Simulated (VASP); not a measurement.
## Al2Cu: single point with LDA

The system is Al2Cu.

```
Al Cu
1.0
     3.85360    0.00000    0.00000
     0.00000    3.85360    0.00000
     0.00000    0.00000    2.97190
Al Cu
2 1
Direct
  0.50000 0.00000 0.50000
  0.00000 0.50000 0.50000
  0.00000 0.00000 0.00000
```

```json
{
  "Program": "VASP 6.6.1",
  "Task": "single point",
  "Functional": "LDA",
  "Potentials or basis": "VASP PAW LDA potentials, release 64 (Al, Cu)",
  "Cutoff": "520 eV",
  "k mesh": "10 × 10 × 14",
  "Occupations": "gaussian, width 0.15 eV",
  "Spin": "no spin polarisation",
  "Dipole correction": "no",
  "Further INCAR settings": "ALGO = Normal; EDIFF = 1e-06; NBANDS = 16"
}
```

```
Pressure : 6.0 GPa
```

Stress tensor (GPa, compression positive):
```
 9.58  0.00  0.00
 0.00  9.58  0.00
 0.00  0.00 -1.13
```

Levels at points of the mesh, in eV from the Fermi level:
| k point | band 5 | band 6 | band 7 | band 8 | band 9 | band 10 | band 11 | band 12 | band 13 | band 14 |
| --- | --- | --- | --- | --- | --- | --- | --- | --- | --- | --- |
| (0.00, 0.00, 0.00) | -4.41 | -4.39 | -1.95 | -1.95 | 1.15 | 1.33 | 4.43 | 6.74 | 7.87 | 7.87 |
| (0.50, 0.00, 0.00) | -4.48 | -4.40 | -4.40 | -0.41 | 2.24 | 2.54 | 3.25 | 6.03 | 8.25 | 8.99 |
| (0.50, 0.50, 0.00) | -4.46 | -4.46 | -4.46 | -4.20 | -2.42 | 8.02 | 8.83 | 8.83 | 9.52 | 9.52 |
| (0.00, 0.00, 0.50) | -5.01 | -4.24 | -3.45 | 2.63 | 2.63 | 3.00 | 3.09 | 3.09 | 3.65 | 4.67 |
| (0.50, 0.00, 0.50) | -4.36 | -4.25 | -3.21 | -2.91 | -2.00 | 3.81 | 4.58 | 4.66 | 5.77 | 7.32 |
| (0.50, 0.50, 0.50) | -4.06 | -3.96 | -2.14 | -2.14 | -1.48 | -1.19 | 0.01 | 0.01 | 2.47 | 13.59 |

Run time: 41 s on 1 thread of Intel(R) Xeon(R) 6975P-C (Granite Rapids) (shared host), peak memory 0.22 GiB.
